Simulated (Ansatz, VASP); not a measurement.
## Two plane-wave programs on LiF

The input INCAR:

```
SYSTEM = LiF
ALGO = Normal ; EDIFF = 1E-6
ENCUT = 520 ; GGA = PE
ISIF = 2 ; ISMEAR = 0
LASPH = .True. ; LCHARG = .False.
LREAL = .False. ; LWAVE = .False.
NBANDS = 12 ; NELM = 80
PREC = Accurate ; SIGMA = 0.05
```

KPOINTS

```
k-points
0
Gamma
  10 10 10
  0 0 0
```

POSCAR

```
LiF
1.0
    0.0000000000      1.9636500000      1.9133000000
    1.9636500000      0.0000000000      1.9133000000
    1.9636500000      1.9636500000      0.0000000000
Li F
1 1
Direct
    0.0000000000      0.0000000000      0.0000000000
    0.5000000000      0.5000000000      0.5000000000
```

Input for Ansatz:

```yaml
crystal:
  lattice:
    - [0.0, 1.96365, 1.9133]
    - [1.96365, 0.0, 1.9133]
    - [1.96365, 1.96365, 0.0]
  atoms:
    - { symbol: Li, position: [0.0, 0.0, 0.0] }
    - { symbol: F, position: [0.5, 0.5, 0.5] }
basis:
  ecutwfc: 420
kpoints:
  mp_grid: { grid: [10, 10, 10] }
hamiltonian:
  xc: pbe
scf:
  occupations: { method: gaussian, width: 0.05 }
output:
  forces: true
  stress: true
  eigenvalues: true
```

Change from the starting cell: strain -0.025 along x and y, -0.050 along z, atoms carried along.

Alike in both runs: task single point; functional PBE; k mesh 10 × 10 × 10; occupations gaussian, width 0.05 eV; no spin polarisation.

```csv
,VASP,Ansatz
version,VASP 6.6.1,Ansatz 0.2.0
potentials or method,"VASP PAW PBE potentials, release 64 (Li_sv, F), cutoff 520 eV","scalar-relativistic, plane waves, PAW"
valence electrons in the cell,10,10
```

|  | VASP | Ansatz | Ansatz less VASP |
| --- | --- | --- | --- |
| gap on the k mesh at the Fermi level (eV) | 10.03 | 10.03 | -0.002 |
| least direct gap on the mesh (eV) | 10.03 | 10.03 | -0.002 |

Noted on VASP's run: the cutoff is short for stress, so the pressure is rough.
